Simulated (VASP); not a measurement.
# SiW (CsCl type) (Pm-3m) in VASP: further runs

The runs below take SiW (CsCl type) through single point, with LDA.

All numbers are computed with VASP 6.6.1; they aren't measurements. Logs are shortened: lines on timing, memory, paths and dates and some standing lists are left out, and cuts for length are marked.

### 1 The cell of the first run

Symmetry: Pm-3m, No. 221, cubic system. The conventional cell has a = 2.962 Å, b = 2.962 Å, c = 2.962 Å, α = 90.00°, β = 90.00°, γ = 90.00°. W (site symmetry m-3m) has 8 Si at 2.57 Å and 6 W at 2.96 Å within 3.4 Å. Within 3.4 Å of Si (site symmetry m-3m) lie 8 W at 2.57 Å and 6 Si at 2.96 Å.

### 2 Single point, LDA (12.99 Å³/atom)

File INCAR:

```
SYSTEM = SiW
ALGO = Normal
EDIFF = 1E-7
ENCUT = 520
GGA = CA
ISIF = 2
ISMEAR = -1
LASPH = .TRUE.
LCHARG = .FALSE.
LREAL = .FALSE.
LWAVE = .FALSE.
NBANDS = 16
NELM = 80
PREC = Accurate
SIGMA = 0.05
```

File KPOINTS:

```
k-points
0
G
  13 13 13
  0 0 0
```

File POSCAR:

```
SiW
1.0
    2.9619858604      0.0000000000      0.0000000000
    0.0000000000      2.9619858604      0.0000000000
    0.0000000000      0.0000000000      2.9619858604
W Si
1 1
Direct
    0.0000000000      0.0000000000      0.0000000000
    0.5000000000      0.5000000000      0.5000000000
```

Potentials or basis: VASP PAW LDA potentials, release 64 (W_sv, Si).

The run is started by

```sh
$ cat potpaw_LDA.64/W_sv/POTCAR potpaw_LDA.64/Si/POTCAR > POTCAR
$ mpirun -np 1 vasp_std > vasp.out
```

OUTCAR:

```text
SYSTEM = SiW
   EDIFF = 1E-7
   ENCUT = 520
   GGA = CA
   ISIF = 2
   ISMEAR = -1
   LASPH = .TRUE.
   LREAL = .FALSE.
   NELM = 80
   PREC = Accurate

 ion  position               nearest neighbor table
   1  0.000  0.000  0.000-   2 2.57   2 2.57   2 2.57   2 2.57   2 2.57   2 2.57   2 2.57   2 2.57

   2  0.500  0.500  0.500-   1 2.57   1 2.57   1 2.57   1 2.57   1 2.57   1 2.57   1 2.57   1 2.57

  LATTYP: Found a simple cubic cell.
 ALAT       =     2.9619858604

  Lattice vectors:

 A1 = (   2.9619858604,   0.0000000000,   0.0000000000)
 A2 = (   0.0000000000,   2.9619858604,   0.0000000000)
 A3 = (   0.0000000000,   0.0000000000,   2.9619858604)

Analysis of symmetry for initial positions (statically):
=====================================================================
 Subroutine PRICEL returns:
 Original cell was already a primitive cell.

 Routine SETGRP: Setting up the symmetry group for a
 simple cubic supercell.

 Subroutine GETGRP returns: Found 48 space group operations
 (whereof 48 operations were pure point group operations)
 out of a pool of 48 trial point group operations.

The static configuration has the point symmetry O_h .

Analysis of symmetry for dynamics (positions and initial velocities):
=====================================================================
 Subroutine PRICEL returns:
 Original cell was already a primitive cell.

 Routine SETGRP: Setting up the symmetry group for a
 simple cubic supercell.

 Subroutine GETGRP returns: Found 48 space group operations
 (whereof 48 operations were pure point group operations)
 out of a pool of 48 trial point group operations.

The dynamic configuration has the point symmetry O_h .

 Subroutine INISYM returns: Found 48 space group operations
 (whereof 48 operations are pure point group operations),
 and found     1 'primitive' translations

----------------------------------------------------------------------------------------

                                     Primitive cell

  volume of cell :      25.9866

  direct lattice vectors                    reciprocal lattice vectors
     2.961985860  0.000000000  0.000000000     0.337611335  0.000000000  0.000000000
     0.000000000  2.961985860  0.000000000     0.000000000  0.337611335  0.000000000
     0.000000000  0.000000000  2.961985860     0.000000000  0.000000000  0.337611335

  length of vectors
     2.961985860  2.961985860  2.961985860     0.337611335  0.337611335  0.337611335

  position of ions in fractional coordinates (direct lattice)
     0.000000000  0.000000000  0.000000000
     0.500000000  0.500000000  0.500000000

[... 77 lines left out ...]
   LREAL  =      F    real-space projection
   EDIFFG = 0.1E-05   stopping-criterion for IOM
   NSW    =      0    number of steps for IOM
   IBRION =     -1    ionic relax: 0-MD 1-quasi-New 2-CG
   NFREE  =      0    steps in history (QN), initial steepest desc. (CG)
   ISIF   =      2    stress and relaxation
   ISYM   =      2    0-nonsym 1-usesym 2-fastsym
   POTIM  = 0.5000    time-step for ionic-motion
   TEBEG  =    0.0;   TEEND  =   0.0 temperature during run
   PSTRESS=    0.0 pullay stress
   NELECT =      18.0000    total number of electrons
   NUPDOWN=      -1.0000    fix difference up-down
   EMIN   =  10.00;   EMAX   =-10.00  energy-range for DOS
   EFERMI =   0.00;   METHOD = LEGACY
   ISMEAR =    -1;   SIGMA  =   0.05  broadening in eV -4-tet -1-fermi 0-gaus
   EFERMI_NEDOS =   21; number of points for ismear=-14 and -15
   IALGO  =     38    algorithm
   IMIX   =      4    mixing-type and parameters
     AMIX     =   0.40;   BMIX     =  1.00
     AMIX_MAG =   1.60;   BMIX_MAG =  1.00
  volume/ion in A,a.u.               =      12.99        87.68
  Fermi-wavevector in a.u.,A,eV,Ry     =   1.448492  2.737252 28.546768  2.098128
  Thomas-Fermi vector in A             =   2.566326
   LORBIT       =      0    0 simple, 1 ext, 2 COOP (PROOUT), +10 PAW based schemes
   GGA     = CA    functional components
   LHFCALC =     F    Hartree Fock is set to
   AEXX    =    0.0000 exact exchange contribution
   IVDW    =     0    specifies the selected vdW correction
   LEPSILON=     F    determine dielectric tensor
   LRPA    =     F    only Hartree local field effects (RPA)
 non-spin polarized calculation
  energy-cutoff  :      520.00
  volume of cell :       25.99
 maximum number of plane-waves:       739
 NGX is ok and might be reduce to    24
   NGX = 11   NGY = 11   NGZ = 11

 number of electron      18.0000004 magnetization

 Free energy of the ion-electron system (eV)
  ---------------------------------------------------
  ext. energy  EPLUGINS =         0.00000000
  ---------------------------------------------------
  free energy    TOTEN  =       -19.91015439 eV

  energy without entropy =      -19.89376790  energy(sigma->0) =      -19.90196114

 E-fermi :  12.5061     XC(G=0): -13.3903

 val. band max:       12.4934915356   @ k =   0.4615   0.3077   0.3077
 cond. band min:      12.5378591879   @ k =   0.3846   0.2308   0.1538
 fundamental gap:      0.0443676523
 Fermi energy:        12.5060603021

 k-point     1 :       0.0000    0.0000    0.0000
  band No.  band energies     occupation
      1     -60.4710      2.00000
      2     -24.8600      2.00000
      3     -24.8600      2.00000
      4     -24.8600      2.00000
      5      -0.6807      2.00000
      6       8.3369      2.00000
[... 433 lines left out ...]
      3     -25.1466      2.00000
      4     -24.7885      2.00000
      5       3.0936      2.00000
      6       6.5377      2.00000
[... 8 lines left out ...]
     15      22.9030      0.00000
     16      26.9068      0.00000

 [... further k-points ...]

------------------------ aborting loop because EDIFF is reached ----------------------------------------

  FORCE on cell =-STRESS in cart. coord.  units (eV):
  Direction    XX          YY          ZZ          XY          YZ          ZX
  --------------------------------------------------------------------------------------
  -------------------------------------------------------------------------------------
  Total        2.6135866      2.6135866      2.6135866      0.0000000      0.0000000      0.0000000
  in kB      161.1382107    161.1382107    161.1382107      0.0000000      0.0000000      0.0000000
  external PRESSURE =     161.1382107 kB  Pullay stress =       0.0000000 kB

 VOLUME and BASIS-vectors are now :
 -----------------------------------------------------------------------------
  energy-cutoff  :      520.00
  volume of cell :       25.99
      direct lattice vectors                 reciprocal lattice vectors
     2.961985860  0.000000000  0.000000000     0.337611335  0.000000000  0.000000000
     0.000000000  2.961985860  0.000000000     0.000000000  0.337611335  0.000000000
     0.000000000  0.000000000  2.961985860     0.000000000  0.000000000  0.337611335

 POSITION                                       TOTAL-FORCE (eV/Angst)
 -----------------------------------------------------------------------------------
      0.00000      0.00000      0.00000         0.000000      0.000000      0.000000
      1.48099      1.48099      1.48099         0.000000      0.000000      0.000000
 -----------------------------------------------------------------------------------
    total drift:                               -0.000000      0.000000      0.000000

  FREE ENERGIE OF THE ION-ELECTRON SYSTEM (eV)
  ---------------------------------------------------
  free  energy   TOTEN  =       -19.9101543896 eV

  energy  without entropy=      -19.8937678974  energy(sigma->0) =      -19.90196114
```

OSZICAR:

```text
N       E                     dE             d eps       ncg     rms          rms(c)
DAV:   1     0.108884881436E+03    0.10888E+03   -0.90499E+03  2688   0.120E+03
DAV:   2    -0.181245455008E+02   -0.12701E+03   -0.12290E+03  3232   0.324E+02
DAV:   3    -0.207376615683E+02   -0.26131E+01   -0.25952E+01  3104   0.432E+01
DAV:   4    -0.207539359115E+02   -0.16274E-01   -0.16272E-01  3360   0.376E+00
DAV:   5    -0.207541226697E+02   -0.18676E-03   -0.18676E-03  3128   0.388E-01    0.265E+01
DAV:   6    -0.199864186962E+02    0.76770E+00   -0.20662E+00  2880   0.121E+01    0.940E+00
DAV:   7    -0.199264082886E+02    0.60010E-01   -0.49748E-02  2968   0.175E+00    0.394E+00
DAV:   8    -0.199103164101E+02    0.16092E-01   -0.14402E-02  3256   0.704E-01    0.205E-01
DAV:   9    -0.199102135922E+02    0.10282E-03   -0.27595E-04  3112   0.131E-01    0.133E-01
DAV:  10    -0.199101581242E+02    0.55468E-04   -0.69375E-05  3080   0.961E-02    0.173E-02
DAV:  11    -0.199101544292E+02    0.36949E-05   -0.36105E-06  3208   0.223E-02    0.107E-02
DAV:  12    -0.199101543896E+02    0.39650E-07   -0.13637E-07  2344   0.403E-03
   1 F= -.19910154E+02 E0= -.19901961E+02  d E =-.163865E-01
```

stdout:

```text
POSCAR found type information on POSCAR W Si
 POSCAR found :  2 types and       2 ions
 scaLAPACK will be used
 LDA part: xc-table for (Slater(with rela. corr.)+CA(PZ))
 , standard interpolation
 POSCAR, INCAR and KPOINTS ok, starting setup
 FFT: planning ... GRIDC
 FFT: planning ... GRID_SOFT
 FFT: planning ... GRID
 WAVECAR not read
 entering main loop
```

Wall time 36 s (1 thread of AMD EPYC 7R13, shared host); peak memory 0.12 GiB.

What came out:

```
Free energy            : -19.9102 eV
Pressure               : 16.1 GPa
Band gap on the k mesh : zero (bands 9 and 10 overlap by 3.82 eV)
```

Levels at points of the mesh, in eV from the Fermi level:
| k point | band 6 | band 7 | band 8 | band 9 | band 10 | band 11 | band 12 | band 13 |
| --- | --- | --- | --- | --- | --- | --- | --- | --- |
| (0.00, 0.00, 0.00) | -4.17 | -4.17 | 2.03 | 2.03 | 2.03 | 2.79 | 2.79 | 2.79 |

Caveat: the cell stands under pressure; spin-orbit coupling is left out, which moves the levels of the heavy elements.

### 3 Single point, LDA (13.68 Å³/atom)

This run uses another cell than the first one, of 13.68 Å³/atom.

File INCAR:

```
SYSTEM = SiW
PREC = Accurate
ENCUT = 520
EDIFF = 1E-6
ISMEAR = -1
SIGMA = 0.05
LREAL = .FALSE.
LASPH = .TRUE.
NELM = 80
ALGO = Normal
ISIF = 2
LWAVE = .FALSE.
LCHARG = .FALSE.
GGA = CA
NBANDS = 16
```

File KPOINTS:

```
Automatic mesh
0
G
  13 13 13
  0 0 0
```

File POSCAR:

```
SiW
1.0
    3.0130646200      0.0000000000      0.0000000000
    0.0000000000      3.0130646200      0.0000000000
    0.0000000000      0.0000000000      3.0130646200
W Si
1 1
Direct
    0.0000000000      0.0000000000      0.0000000000
    0.5000000000      0.5000000000      0.5000000000
```

Potentials or basis: VASP PAW LDA potentials, release 64 (W_sv, Si).

The run is started by

```sh
$ cat potpaw_LDA.64/W_sv/POTCAR potpaw_LDA.64/Si/POTCAR > POTCAR
$ mpirun -np 1 vasp_std > vasp.out
```

It took 39 s on 1 thread of AMD EPYC 7R13, shared host; peak memory 0.12 GiB.

It converged, with:

* Free energy: -19.9813 eV
* Pressure: 1.1 GPa
* Band gap on the k mesh: zero (bands 9 and 10 overlap by 3.57 eV)

Levels at points of the mesh, in eV from the Fermi level:
| k point | band 5 | band 6 | band 7 | band 8 | band 9 | band 10 | band 11 | band 12 | band 13 | band 14 |
| --- | --- | --- | --- | --- | --- | --- | --- | --- | --- | --- |
| (0.00, 0.00, 0.00) | -12.82 | -3.88 | -3.88 | 1.89 | 1.89 | 1.89 | 2.61 | 2.61 | 2.61 | 9.56 |

Caveat: spin-orbit coupling is left out, which moves the levels of the heavy elements.
